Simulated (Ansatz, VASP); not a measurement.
## Hf in VASP and in Ansatz

Contents of INCAR:

```
PREC = Accurate
ENCUT = 520
EDIFF = 1E-7
ISMEAR = 0
SIGMA = 0.15
LREAL = False
LASPH = True
NELM = 100
ALGO = Fast
ISIF = 2
LWAVE = False
LCHARG = True
GGA = CA
LELF = True
LVHAR = True
NBANDS = 11
```

The input KPOINTS:

```
Automatic mesh
0
Gamma
  20 20 20
```

POSCAR

```
Hf
1.0
    0.0000000000      2.3435811662      1.9920439913
    2.3435811662      0.0000000000      1.9920439913
    2.3435811662      2.3435811662      0.0000000000
Hf
1
Direct
    0.0000000000      0.0000000000      0.0000000000
```

Input for Ansatz:

```yaml
crystal:
  lattice:
    - [0.0, 2.3435811662, 1.9920439913]
    - [2.3435811662, 0.0, 1.9920439913]
    - [2.3435811662, 2.3435811662, 0.0]
  atoms:
    - { symbol: Hf, position: [0.0, 0.0, 0.0] }
basis:
  ecutwfc: 420
kpoints:
  mp_grid: { grid: [20, 20, 20] }
hamiltonian:
  xc: lda
scf:
  occupations: { method: gaussian, width: 0.15 }
output:
  forces: true
  stress: true
  eigenvalues: true
```

Alike in both runs: task single point; functional LDA; k mesh 20 × 20 × 20; occupations gaussian, width 0.15 eV; no spin polarisation.

|  | VASP | Ansatz |
| --- | --- | --- |
| version | VASP 6.6.1 | Ansatz 0.2.0 |
| potentials or method | VASP PAW LDA potentials, release 64 (Hf_pv), cutoff 520 eV | scalar-relativistic, plane waves, PAW |
| valence electrons in the cell | 10 | 26 |

|  | VASP | Ansatz | Ansatz less VASP |
| --- | --- | --- | --- |
| gap on the k mesh at the Fermi level (eV) | none | none | - |
| pressure (GPa) | -5.9 | -5.9 | -0.02 |
| traceless stress, the component that is largest in VASP (GPa) | 3.24 | 3.21 | -0.033 |

LDA's correlation is that of Perdew and Zunger in VASP and of Perdew and Wang (1992) in Ansatz. A gap of «none» marks a metal or a gap that the smearing closes. VASP's potentials hold 10 valence electrons a cell and Ansatz's 26, so a difference there can come from the potentials and not from the codes.

Neither program's run includes spin-orbit coupling.
